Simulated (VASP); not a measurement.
Set up this calculation in VASP 6.6.1, as the native input.

* Task: single point
* Functional: PBEsol
* Potentials or basis: VASP PAW PBE potentials, release 64 (Y_sv, N)
* Cutoff: 600 eV
* k mesh: 10 × 10 × 10
* Occupations: gaussian, width 0.01 eV
* Spin: no spin polarisation
* Dipole correction: no
* Further INCAR settings: ALGO = Normal; EDIFF = 1e-06; NBANDS = 15

The structure of YN (e600) lies in POSCAR:

```
YN
1.0
    0.0000000000      2.4192292099      2.4647604999
    2.4192292099      0.0000000000      2.4647604999
    2.4192292099      2.4192292099      0.0000000000
Y N
1 1
Direct
    0.0000000000      0.0000000000      0.0000000000
    0.5000000000      0.5000000000      0.5000000000
```

This cell differs from its parent crystal: strained cell.

The input as run:

INCAR

```
SYSTEM = YN
PREC     = Accurate       ! precision mode
ENCUT    = 600            ! plane-wave cutoff, eV
EDIFF    = 1E-6           ! SCF threshold, eV
ISMEAR   = 0              ! smearing method
SIGMA    = 0.01           ! smearing width, eV
LREAL    = .FALSE.        ! projectors in reciprocal space
LASPH    = .TRUE.         ! aspherical terms in the spheres
NELM     = 120            ! most SCF steps
ALGO     = Normal         ! electronic algorithm
ISIF     = 2              ! what is computed and relaxed
LWAVE    = .FALSE.        ! write WAVECAR
LCHARG   = .FALSE.        ! write CHGCAR
GGA      = PS             ! functional
NBANDS   = 15             ! bands
GGA_COMPAT= .FALSE.
```

KPOINTS

```
regular mesh
0
G
  10 10 10
  0 0 0
```

Potentials or basis: VASP PAW PBE potentials, release 64 (Y_sv, N).

Run with:

```bash
$ cat potpaw_PBE.64/Y_sv/POTCAR potpaw_PBE.64/N/POTCAR > POTCAR
$ mpirun -np 1 vasp_std > vasp.out
```

It gave:

- Pressure: -1.3 GPa
- Band gap on the k mesh: 0.04 eV, indirect (least direct gap 0.42 eV)

Caveat: the cell differs from its parent crystal (strained cell); the PAW data sets were made with another functional, which shifts forces and pressure a little.

It took 69 s on 1 thread of AMD EPYC 7R13, with other jobs on the host, peak memory 0.19 GiB.
